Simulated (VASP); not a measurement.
# AlN (Fm-3m) in VASP: further runs

The runs below take AlN through single point, relaxation of cell and atoms, with r2SCAN.

Program: VASP 6.6.1. These are calculated values, not measurements. Logs are shortened: lines on timing, memory, paths and dates and some standing lists are left out, and cuts for length are marked.

## (1) The cell of the first run

It takes space group Fm-3m (No. 225, cubic). Conventional cell: a = 4.117 Å, b = 4.117 Å, c = 4.117 Å, α = 90.00°, β = 90.00°, γ = 90.00°. Al (site symmetry m-3m) has 6 N at 2.06 Å within 2.7 Å. Within 2.7 Å of N (site symmetry m-3m) lie 6 Al at 2.06 Å.

## (2) Single point, r2SCAN (8.72 Å³/atom)

Contents of POSCAR:

```
AlN
1.0
    0.0000000000      2.0584642352      2.0584642352
    2.0584642352      0.0000000000      2.0584642352
    2.0584642352      2.0584642352      0.0000000000
Al N
1 1
Direct
    0.5000000000      0.5000000000      0.5000000000
    0.0000000000      0.0000000000      0.0000000000
```

Contents of INCAR.step1:

```
  ALGO = Normal
  EDIFF = 1E-5
  ENCUT = 660
  GGA = PE
  GGA_COMPAT = F
  ISMEAR = 0
  LASPH = T
  LCHARG = F
  LREAL = F
  LWAVE = T
  NBANDS = 11
  NELM = 120
  PREC = Accurate
  SIGMA = 0.02
```

Contents of INCAR.step2:

```
  ALGO = Normal
  EDIFF = 1E-6
  ENCUT = 660
  GGA_COMPAT = F
  ISIF = 2
  ISMEAR = 0
  ISTART = 1
  LASPH = T
  LCHARG = T
  LELF = T
  LMIXTAU = T
  LREAL = F
  LVHAR = T
  LWAVE = F
  METAGGA = R2SCAN
  NBANDS = 11
  NELM = 120
  PREC = Accurate
  SIGMA = 0.02
```

Contents of KPOINTS:

```
k-points
0
Gamma
  10 10 10
```

Potentials or basis: VASP PAW PBE potentials, release 64 (Al, N).

Run with:

```console
> cat potpaw_PBE.64/Al/POTCAR potpaw_PBE.64/N/POTCAR > POTCAR
> cp INCAR.step1 INCAR
> mpirun -np 1 vasp_std > vasp.out
> cp INCAR.step2 INCAR
> mpirun -np 1 vasp_std > vasp.out
```

OUTCAR:

```text
EDIFF = 1E-6
   ENCUT = 660
   ISIF = 2
   ISMEAR = 0
   ISTART = 1
   LASPH = T
   LREAL = F
   METAGGA = R2SCAN
   NELM = 120
   PREC = Accurate

 ion  position               nearest neighbor table
   1  0.500  0.500  0.500-   2 2.06   2 2.06   2 2.06   2 2.06   2 2.06   2 2.06
   2  0.000  0.000  0.000-   1 2.06   1 2.06   1 2.06   1 2.06   1 2.06   1 2.06

  LATTYP: Found a face centered cubic cell.
 ALAT       =     4.1169284704

  Lattice vectors:

 A1 = (   0.0000000000,   2.0584642352,   2.0584642352)
 A2 = (   2.0584642352,   0.0000000000,   2.0584642352)
 A3 = (   2.0584642352,   2.0584642352,   0.0000000000)

Analysis of symmetry for initial positions (statically):
=====================================================================
 Subroutine PRICEL returns:
 Original cell was already a primitive cell.

 Routine SETGRP: Setting up the symmetry group for a
 face centered cubic supercell.

 Subroutine GETGRP returns: Found 48 space group operations
 (whereof 48 operations were pure point group operations)
 out of a pool of 48 trial point group operations.

The static configuration has the point symmetry O_h .

Analysis of symmetry for dynamics (positions and initial velocities):
=====================================================================
 Subroutine PRICEL returns:
 Original cell was already a primitive cell.

 Routine SETGRP: Setting up the symmetry group for a
 face centered cubic supercell.

 Subroutine GETGRP returns: Found 48 space group operations
 (whereof 48 operations were pure point group operations)
 out of a pool of 48 trial point group operations.

The dynamic configuration has the point symmetry O_h .

 Subroutine INISYM returns: Found 48 space group operations
 (whereof 48 operations are pure point group operations),
 and found     1 'primitive' translations

----------------------------------------------------------------------------------------

                                     Primitive cell

  volume of cell :      17.4446

  direct lattice vectors                    reciprocal lattice vectors
     0.000000000  2.058464235  2.058464235    -0.242899532  0.242899532  0.242899532
     2.058464235  0.000000000  2.058464235     0.242899532 -0.242899532  0.242899532
     2.058464235  2.058464235  0.000000000     0.242899532  0.242899532 -0.242899532

  length of vectors
     2.911108039  2.911108039  2.911108039     0.420714331  0.420714331  0.420714331

  position of ions in fractional coordinates (direct lattice)
     0.500000000  0.500000000  0.500000000
     0.000000000  0.000000000  0.000000000

  ion indices of the primitive-cell ions
   primitive index   ion index
                 1           1
                 2           2

----------------------------------------------------------------------------------------

 KPOINTS: k-points

Automatic generation of k-mesh.
 Grid dimensions read from file:
 generate k-points for:   10   10   10

 Generating k-lattice:

  Cartesian coordinates                     Fractional coordinates (reciprocal lattice)
    -0.024289953  0.024289953  0.024289953     0.100000000  0.000000000  0.000000000
     0.024289953 -0.024289953  0.024289953     0.000000000  0.100000000  0.000000000
     0.024289953  0.024289953 -0.024289953     0.000000000  0.000000000  0.100000000

  Length of vectors
     0.042071433  0.042071433  0.042071433

  Shift w.r.t. Gamma in fractional coordinates (k-lattice)
     0.000000000  0.000000000  0.000000000

 Subroutine IBZKPT returns following result:
 ===========================================

 Found     47 irreducible k-points:

 Following reciprocal coordinates:
            Coordinates               Weight
  0.000000  0.000000  0.000000      1.000000
  0.100000  0.000000  0.000000      8.000000
  0.200000  0.000000  0.000000      8.000000
  0.300000  0.000000  0.000000      8.000000
  0.400000  0.000000  0.000000      8.000000
  0.500000  0.000000  0.000000      4.000000
[... 16 lines left out ...]
  0.300000  0.300000  0.000000      6.000000
  0.400000  0.300000  0.000000     24.000000
 [... further k-points ...]
   k-points           NKPTS =     47   k-points in BZ     NKDIM =     47   number of bands    NBANDS=     11
   number of dos      NEDOS =    301   number of ions     NIONS =      2
   total plane-waves  NPLWV =  13824
   dimension x,y,z NGX =    24 NGY =   24 NGZ =   24
   dimension x,y,z NGXF=    48 NGYF=   48 NGZF=   48
   ions per type =               1   1
   NGX,Y,Z   is equivalent  to a cutoff of  13.71, 13.71, 13.71 a.u.
   NGXF,Y,Z  is equivalent  to a cutoff of  27.41, 27.41, 27.41 a.u.
 SYSTEM =  unknown system
   PREC   = accura    normal or accurate (medium, high low for compatibility)
   ISTART =      1    job   : 0-new  1-cont  2-samecut
   ICHARG =      0    charge: 1-file 2-atom 10-const
   ISPIN  =      1    spin polarized calculation?
   LNONCOLLINEAR =      F non collinear calculations
   LSORBIT =      F    spin-orbit coupling
   LASPH  =      T    aspherical Exc in radial PAW
   ENCUT  =  660.0 eV  48.51 Ry    6.96 a.u.   6.10  6.10  6.10*2*pi/ulx,y,z
   NELM   =    120;   NELMIN=  2; NELMDL=  0     # of ELM steps
   EDIFF  = 0.1E-05   stopping-criterion for ELM
   LREAL  =      F    real-space projection
   EDIFFG = 0.1E-04   stopping-criterion for IOM
   NSW    =      0    number of steps for IOM
   IBRION =     -1    ionic relax: 0-MD 1-quasi-New 2-CG
   NFREE  =      0    steps in history (QN), initial steepest desc. (CG)
   ISIF   =      2    stress and relaxation
   ISYM   =      2    0-nonsym 1-usesym 2-fastsym
   POTIM  = 0.5000    time-step for ionic-motion
   TEBEG  =    0.0;   TEEND  =   0.0 temperature during run
   PSTRESS=    0.0 pullay stress
   NELECT =       8.0000    total number of electrons
   NUPDOWN=      -1.0000    fix difference up-down
   EMIN   =  10.00;   EMAX   =-10.00  energy-range for DOS
   EFERMI =   0.00;   METHOD = LEGACY
   ISMEAR =     0;   SIGMA  =   0.02  broadening in eV -4-tet -1-fermi 0-gaus
   EFERMI_NEDOS =   21; number of points for ismear=-14 and -15
   IALGO  =     38    algorithm
   IMIX   =      4    mixing-type and parameters
     AMIX     =   0.40;   BMIX     =  1.00
     AMIX_MAG =   1.60;   BMIX_MAG =  1.00
  volume/ion in A,a.u.               =       8.72        58.86
  Fermi-wavevector in a.u.,A,eV,Ry     =   1.262462  2.385706 21.685091  1.593809
  Thomas-Fermi vector in A             =   2.395869
   LORBIT       =      0    0 simple, 1 ext, 2 COOP (PROOUT), +10 PAW based schemes
   METAGGA = R2SCAN    functional components
   LHFCALC =     F    Hartree Fock is set to
   AEXX    =    0.0000 exact exchange contribution
   IVDW    =     0    specifies the selected vdW correction
   LEPSILON=     F    determine dielectric tensor
   LRPA    =     F    only Hartree local field effects (RPA)
 non-spin polarized calculation
 Gauss-broadening in eV      SIGMA  =   0.02
  energy-cutoff  :      660.00
  volume of cell :       17.44
 maximum number of plane-waves:       692
   NGX = 13   NGY = 13   NGZ = 13

 number of electron       8.0000001 magnetization

 Free energy of the ion-electron system (eV)
  ---------------------------------------------------
  ext. energy  EPLUGINS =         0.00000000
  ---------------------------------------------------
  free energy    TOTEN  =       -18.84593576 eV

  energy without entropy =      -18.84593576  energy(sigma->0) =      -18.84593576

 E-fermi :   9.3127     XC(G=0): -12.6116

 val. band max:        9.0928286906   @ k =   0.0000   0.0000   0.0000
 cond. band min:      14.0405578147   @ k =   0.5000   0.5000   0.0000
 fundamental gap:      4.9477291241
 Fermi energy:         9.3126514004

 k-point     1 :       0.0000    0.0000    0.0000
  band No.  band energies     occupation
      1      -8.8211      2.00000
      2       9.0928      2.00000
      3       9.0928      2.00000
      4       9.0928      2.00000
      5      14.8176      0.00000
      6      21.8191      0.00000
      7      21.8191      0.00000
      8      21.8191      0.00000
      9      27.2513      0.00000
     10      27.2513      0.00000
     11      27.4609      0.00000

 k-point     2 :       0.1000    0.0000    0.0000
  band No.  band energies     occupation
      1      -8.6235      2.00000
      2       8.0683      2.00000
      3       8.9739      2.00000
      4       8.9739      2.00000
      5      15.4850      0.00000
      6      20.9900      0.00000
      7      22.1136      0.00000
      8      22.1136      0.00000
      9      25.7485      0.00000
     10      25.7485      0.00000
     11      28.0586      0.00000

 k-point     3 :       0.2000    0.0000    0.0000
  band No.  band energies     occupation
      1      -8.0516      2.00000
      2       5.9379      2.00000
      3       8.6842      2.00000
      4       8.6842      2.00000
      5      16.2645      0.00000
      6      20.4632      0.00000
      7      22.2458      0.00000
      8      22.2458      0.00000
      9      25.2204      0.00000
     10      25.2204      0.00000
     11      27.3281      0.00000

 k-point     4 :       0.3000    0.0000    0.0000
  band No.  band energies     occupation
      1      -7.1874      2.00000
      2       3.6565      2.00000
      3       8.3615      2.00000
      4       8.3615      2.00000
      5      16.1393      0.00000
      6      21.3317      0.00000
      7      21.4679      0.00000
      8      21.4679      0.00000
      9      26.5230      0.00000
     10      26.7751      0.00000
     11      26.7751      0.00000
[... 239 lines left out ...]
 k-point    22 :      -0.2000    0.2000    0.0000
  band No.  band energies     occupation
      1      -6.9082      2.00000
      2       4.1503      2.00000
      3       6.2658      2.00000
      4       8.4229      2.00000
      5      18.0732      0.00000
      6      19.7551      0.00000
      7      20.3409      0.00000
      8      22.0807      0.00000
      9      24.7044      0.00000
     10      28.8771      0.00000
     11      30.2670      0.00000

 k-point    23 :       0.3000    0.3000    0.0000
  band No.  band energies     occupation
      1      -6.6775      2.00000
      2       4.2846      2.00000
      3       7.1089      2.00000
      4       7.1089      2.00000
      5      16.2855      0.00000
      6      16.5446      0.00000
      7      21.3118      0.00000
      8      25.2770      0.00000
      9      25.2770      0.00000
     10      29.9871      0.00000
     11      33.8563      0.00000

 k-point    24 :       0.4000    0.3000    0.0000
  band No.  band energies     occupation
      1      -5.9818      2.00000
      2       3.3002      2.00000
      3       6.3707      2.00000
      4       6.8531      2.00000
      5      15.6713      0.00000
      6      16.6496      0.00000
      7      21.7974      0.00000
      8      25.2153      0.00000
      9      26.0155      0.00000
     10      31.3462      0.00000
     11      34.5646      0.00000

 [... further k-points ...]
[... 5 lines left out ...]
  --------------------------------------------------------------------------------------
  -------------------------------------------------------------------------------------
  Total       -1.6376212     -1.6376212     -1.6376212      0.0000000     -0.0000000      0.0000000
  in kB     -150.4056149   -150.4056149   -150.4056149      0.0000000     -0.0000000      0.0000000
  external PRESSURE =    -150.4056149 kB  Pullay stress =       0.0000000 kB

 VOLUME and BASIS-vectors are now :
 -----------------------------------------------------------------------------
  energy-cutoff  :      660.00
  volume of cell :       17.44
      direct lattice vectors                 reciprocal lattice vectors
     0.000000000  2.058464235  2.058464235    -0.242899532  0.242899532  0.242899532
     2.058464235  0.000000000  2.058464235     0.242899532 -0.242899532  0.242899532
     2.058464235  2.058464235  0.000000000     0.242899532  0.242899532 -0.242899532

 POSITION                                       TOTAL-FORCE (eV/Angst)
 -----------------------------------------------------------------------------------
      2.05846      2.05846      2.05846         0.000000     -0.000000      0.000000
      0.00000      0.00000      0.00000        -0.000000      0.000000     -0.000000
 -----------------------------------------------------------------------------------
    total drift:                                0.000000     -0.000000     -0.000000

  FREE ENERGIE OF THE ION-ELECTRON SYSTEM (eV)
  ---------------------------------------------------
  free  energy   TOTEN  =       -18.8459357598 eV

  energy  without entropy=      -18.8459357598  energy(sigma->0) =      -18.84593576
```

It took 15 s on 1 thread of Intel Xeon 6975P-C (Granite Rapids), shared host; peak memory 0.14 GiB.

Results:

```
Free energy            : -18.8459 eV
Pressure               : -15.0 GPa
Band gap on the k mesh : 4.95 eV (least direct gap 5.72 eV)
```

Caveat: the cell stands under tension; the PAW data sets were made with another functional, which shifts forces and pressure a little. A k mesh can miss the band edges.

(Continued in part 2 of 2.)
